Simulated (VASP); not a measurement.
## SiC: single point with PBE

SiC:

```xyz
8
Lattice="3.0776 0.0000 0.0000 -1.5388 2.6652 0.0000 0.0000 0.0000 10.0767" Properties=species:S:1:pos:R:3 pbc="T T T"
Si    0.0000    0.0000   -0.0014
Si    0.0000    1.7768    2.5183
Si    0.0000    0.0000    5.0369
Si    1.5388    0.8884    7.5566
C     0.0000    0.0000    1.8872
C     0.0000    1.7768    4.4131
C     0.0000    0.0000    6.9256
C     1.5388    0.8884    9.4514
```

```
Program             : VASP 6.6.1
Task                : single point
Functional          : PBE
Potentials or basis : VASP PAW PBE potentials, release 64 (Si, C)
Cutoff              : 520 eV
k mesh              : 12 × 12 × 4
Occupations         : fermi-dirac, width 0.02 eV
Spin                : no spin polarisation
```

```yaml
Pressure: 3.5 GPa
Largest_force: 0.006 eV/Å
Band_gap_on_the_k_mesh: 2.23 eV, indirect (least direct gap 3.35 eV)
```

Forces on the atoms (eV/Å):
```
Si   0.000  0.000 -0.003
Si   0.000  0.000  0.004
Si   0.000  0.000 -0.003
Si   0.000  0.000  0.004
C    0.000  0.000  0.004
C    0.000  0.000 -0.006
C    0.000  0.000  0.004
C    0.000  0.000 -0.006
```

Stress tensor (GPa, compression positive):
```
3.49 0.00 0.00
0.00 3.49 0.00
0.00 0.00 3.37
```

Levels at points of the mesh, in eV from the valence-band top:
| k point | band 13 | band 14 | band 15 | band 16 | band 17 | band 18 | band 19 | band 20 |
| --- | --- | --- | --- | --- | --- | --- | --- | --- |
| (0.00, 0.00, 0.00) | -0.58 | -0.05 | 0.00 | 0.00 | 5.10 | 5.68 | 6.30 | 6.32 |
| (0.50, 0.00, 0.00) | -2.36 | -2.22 | -1.58 | -1.12 | 2.22 | 2.35 | 4.23 | 4.75 |
| (0.00, 0.00, 0.50) | -0.21 | -0.21 | -0.21 | -0.21 | 5.31 | 5.31 | 6.77 | 6.77 |
| (0.50, 0.00, 0.50) | -2.50 | -2.50 | -1.55 | -1.55 | 2.64 | 2.64 | 4.21 | 4.21 |

Run time: 73 s on 1 thread of AMD EPYC 9R45 96-Core Processor (Zen 5) (shared host), peak memory 0.21 GiB.

A k mesh can miss the band edges. Expect the measured gap to be larger: semilocal functionals such as PBE lack the derivative discontinuity.
